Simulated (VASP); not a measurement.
# TiSi2 (Cmcm) in VASP: further runs, part 3 of 3

VASP 6.6.1. Earlier steps stand in the parts before.

### 5 Single point, PBE (15.21 Å³/atom)

This run uses another cell than the first one, of 15.21 Å³/atom.

Contents of INCAR:

```
PREC = Accurate
ENCUT = 520
EDIFF = 1E-7
ISMEAR = 0
SIGMA = 0.15
LREAL = False
LASPH = True
NELM = 80
ALGO = Normal
ISIF = 2
LWAVE = False
LCHARG = False
GGA = PE
NBANDS = 29
```

Contents of KPOINTS:

```
Automatic mesh
0
Gamma
  12 12 12
```

Contents of POSCAR:

```
TiSi2
1.0
    1.7844446851     -7.1010263160      0.0000000000
    1.7844446851      7.1010263160      0.0000000000
    0.0000000000      0.0000000000      3.6007892422
Ti Si
2 4
Direct
    0.8968075259      0.1031924741      0.7500000000
    0.1031924741      0.8968075259      0.2500000000
    0.5591373592      0.4408626408      0.7500000000
    0.4408626408      0.5591373592      0.2500000000
    0.2498287182      0.7501712818      0.7500000000
    0.7501712818      0.2498287182      0.2500000000
```

Potentials or basis: VASP PAW PBE potentials, release 64 (Ti_sv, Si).

On the command line:

```console
$ cat potpaw_PBE.64/Ti_sv/POTCAR potpaw_PBE.64/Si/POTCAR > POTCAR
$ mpirun -np 1 vasp_std > vasp.out
```

OUTCAR:

```text
PREC = Accurate
   ENCUT = 520
   EDIFF = 1E-7
   ISMEAR = 0
   LREAL = False
   LASPH = True
   NELM = 80
   ISIF = 2
   GGA = PE

 ion  position               nearest neighbor table
   1  0.897  0.103  0.750-   4 2.61   4 2.61   4 2.61   4 2.61   5 2.75   5 2.75   6 2.75   6 2.75
                             3 2.92   3 2.92
   2  0.103  0.897  0.250-   3 2.61   3 2.61   3 2.61   3 2.61   6 2.75   6 2.75   5 2.75   5 2.75
                             4 2.92   4 2.92
   3  0.559  0.441  0.750-   4 2.46   4 2.46   2 2.61   2 2.61   2 2.61   2 2.61   1 2.92   1 2.92

   4  0.441  0.559  0.250-   3 2.46   3 2.46   1 2.61   1 2.61   1 2.61   1 2.61   2 2.92   2 2.92

   5  0.250  0.750  0.750-   6 2.53   6 2.53   6 2.53   6 2.53   1 2.75   1 2.75   2 2.75   2 2.75

   6  0.750  0.250  0.250-   5 2.53   5 2.53   5 2.53   5 2.53   2 2.75   2 2.75   1 2.75   1 2.75

  LATTYP: Found a base centered orthorhombic cell.
 ALAT       =     3.5688893702
 B/A-ratio  =     3.9794039991
 C/A-ratio  =     1.0089383191

  Lattice vectors:

 A1 = (   1.7844446851,  -7.1010263160,   0.0000000000)
 A2 = (   1.7844446851,   7.1010263160,   0.0000000000)
 A3 = (   0.0000000000,   0.0000000000,   3.6007892422)

Analysis of symmetry for initial positions (statically):
=====================================================================
 Subroutine PRICEL returns:
 Original cell was already a primitive cell.

 Routine SETGRP: Setting up the symmetry group for a
 base centered orthorhombic supercell.

 Subroutine GETGRP returns: Found  8 space group operations
 (whereof  4 operations were pure point group operations)
 out of a pool of  8 trial point group operations.

The static configuration has the point symmetry C_2h.
 The point group associated with its full space group is D_2h.

Analysis of symmetry for dynamics (positions and initial velocities):
[... 141 lines left out ...]
  volume/ion in A,a.u.               =      15.21       102.64
  Fermi-wavevector in a.u.,A,eV,Ry     =   1.243591  2.350046 21.041658  1.546518
  Thomas-Fermi vector in A             =   2.377895
   LORBIT       =      0    0 simple, 1 ext, 2 COOP (PROOUT), +10 PAW based schemes
   GGA     = PE    functional components
   LHFCALC =     F    Hartree Fock is set to
   AEXX    =    0.0000 exact exchange contribution
   IVDW    =     0    specifies the selected vdW correction
   LEPSILON=     F    determine dielectric tensor
   LRPA    =     F    only Hartree local field effects (RPA)
 non-spin polarized calculation
 Gauss-broadening in eV      SIGMA  =   0.15
  energy-cutoff  :      520.00
  volume of cell :       91.25
 maximum number of plane-waves:      2483
   NGX = 27   NGY = 27   NGZ = 13

 number of electron      40.0000006 magnetization

 Free energy of the ion-electron system (eV)
  ---------------------------------------------------
  ext. energy  EPLUGINS =         0.00000000
  ---------------------------------------------------
  free energy    TOTEN  =       -40.60747694 eV

  energy without entropy =      -40.58891382  energy(sigma->0) =      -40.59819538

 E-fermi :   9.6749     XC(G=0): -11.3283

 val. band max:        9.6721831155   @ k =  -0.2500   0.0833   0.0000
 cond. band min:       9.6772026131   @ k =   0.5000   0.1667   0.0833
 fundamental gap:      0.0050194976
 Fermi energy:         9.6748514085

 k-point     1 :       0.0000    0.0000    0.0000
  band No.  band energies     occupation
      1     -47.3420      2.00000
      2     -47.3366      2.00000
      3     -23.6764      2.00000
      4     -23.6258      2.00000
      5     -23.6188      2.00000
      6     -23.6179      2.00000
[... 757 lines left out ...]
     28      12.3073      0.00000
     29      13.0490      0.00000

 [... further k-points ...]

------------------------ aborting loop because EDIFF is reached ----------------------------------------

  FORCE on cell =-STRESS in cart. coord.  units (eV):
  Direction    XX          YY          ZZ          XY          YZ          ZX
  --------------------------------------------------------------------------------------
  -------------------------------------------------------------------------------------
  Total       -2.2928234     -5.6214083     -2.7776026      0.0000000      0.0000000      0.0000000
  in kB      -40.2558760    -98.6969664    -48.7673087      0.0000000      0.0000000      0.0000000
  external PRESSURE =     -62.5733837 kB  Pullay stress =       0.0000000 kB

 VOLUME and BASIS-vectors are now :
 -----------------------------------------------------------------------------
  energy-cutoff  :      520.00
  volume of cell :       91.25
      direct lattice vectors                 reciprocal lattice vectors
     1.784444685 -7.101026316  0.000000000     0.280199215 -0.070412357  0.000000000
     1.784444685  7.101026316  0.000000000     0.280199215  0.070412357  0.000000000
     0.000000000  0.000000000  3.600789242     0.000000000  0.000000000  0.277716893

 POSITION                                       TOTAL-FORCE (eV/Angst)
 -----------------------------------------------------------------------------------
      1.78444     -5.63548      2.70059         0.000000      0.388529     -0.000000
      1.78444      5.63548      0.90020         0.000000     -0.388529     -0.000000
      1.78444     -0.83987      2.70059         0.000000      0.319997     -0.000000
      1.78444      0.83987      0.90020         0.000000     -0.319997      0.000000
      1.78444      3.55295      2.70059         0.000000     -0.014611     -0.000000
      1.78444     -3.55295      0.90020         0.000000      0.014611      0.000000
 -----------------------------------------------------------------------------------
    total drift:                                0.000000      0.000000      0.000000

  FREE ENERGIE OF THE ION-ELECTRON SYSTEM (eV)
  ---------------------------------------------------
  free  energy   TOTEN  =       -40.6074769409 eV

  energy  without entropy=      -40.5889138157  energy(sigma->0) =      -40.59819538
```

stdout:

```text
POSCAR found type information on POSCAR TiSi
 POSCAR found :  2 types and       6 ions
 scaLAPACK will be used
 LDA part: xc-table for (Slater+PW92), standard interpolation
 POSCAR, INCAR and KPOINTS ok, starting setup
 FFT: planning ... GRIDC
 FFT: planning ... GRID_SOFT
 FFT: planning ... GRID
 WAVECAR not read
 entering main loop
```

It took 23 min on 1 thread of Intel Xeon Platinum 8259CL at 2.50GHz (Skylake/Cascade Lake), shared host; peak memory 0.75 GiB.

Results:

```
Free energy            : -40.6075 eV
Pressure               : -6.3 GPa
Largest force          : 0.389 eV/Å
Band gap on the k mesh : zero (bands 20 and 21 overlap by 0.91 eV)
```

Forces on the atoms (eV/Å):
```
Ti   0.000  0.389  0.000
Ti   0.000 -0.389  0.000
Si   0.000  0.320  0.000
Si   0.000 -0.320  0.000
Si   0.000 -0.015  0.000
Si   0.000  0.015  0.000
```

Stress tensor (GPa, compression positive):
```
-4.03  0.00  0.00
 0.00 -9.87  0.00
 0.00  0.00 -4.88
```

Levels at points of the mesh, in eV from the Fermi level:
| k point | band 17 | band 18 | band 19 | band 20 | band 21 | band 22 | band 23 | band 24 |
| --- | --- | --- | --- | --- | --- | --- | --- | --- |
| (0.00, 0.00, 0.00) | -2.23 | -1.94 | -1.80 | 0.50 | 0.51 | 0.77 | 0.85 | 1.32 |
| (0.50, 0.00, 0.00) | -1.59 | -1.46 | -0.64 | -0.44 | -0.41 | 1.22 | 1.30 | 1.61 |
| (0.50, 0.50, 0.00) | -2.19 | -1.68 | -1.27 | 0.45 | 0.67 | 0.80 | 0.83 | 0.86 |
| (0.00, 0.00, 0.50) | -1.62 | -1.62 | -0.03 | -0.03 | 0.54 | 0.54 | 1.47 | 1.47 |
| (0.50, 0.00, 0.50) | -3.23 | -3.23 | -2.29 | -2.29 | 1.53 | 1.53 | 1.80 | 1.80 |
| (0.50, 0.50, 0.50) | -1.82 | -1.82 | -0.67 | -0.67 | 0.35 | 0.35 | 1.59 | 1.59 |

Caveat: the stress differs along the axes, from -10 to -4 GPa.

### 6 Summary

```tsv
cell	gap on the mesh (eV)	pressure (GPa)	largest force (eV/Å)
a = 7.141, b = 7.141, c = 3.579 Å, angles 90.0, 90.0, 151.2°, 6 atoms	none	-2.2	0.19
a = 6.971, b = 6.971, c = 3.627 Å, angles 90.0, 90.0, 150.1°, 6 atoms	none	-2.9	0.10
a = 6.812, b = 6.812, c = 3.748 Å, angles 90.0, 90.0, 148.4°, 6 atoms	none	-7.5	0.40
a = 7.322, b = 7.322, c = 3.601 Å, angles 90.0, 90.0, 151.8°, 6 atoms	none	-6.3	0.39
```

Alike in all rows: task single point; level PBE; potentials or basis VASP PAW PBE potentials, release 64 (Ti_sv, Si); no spin polarisation; k mesh 12 × 12 × 12; cutoff (eV) 520; smearing gaussian 0.15 eV.

Caveats: the stress differs along the axes, from -13 to 3 GPa (at least some runs); the stress differs along the axes, from -10 to -4 GPa (at least some runs).

Absolute energies hang on the potentials; compare differences alone.
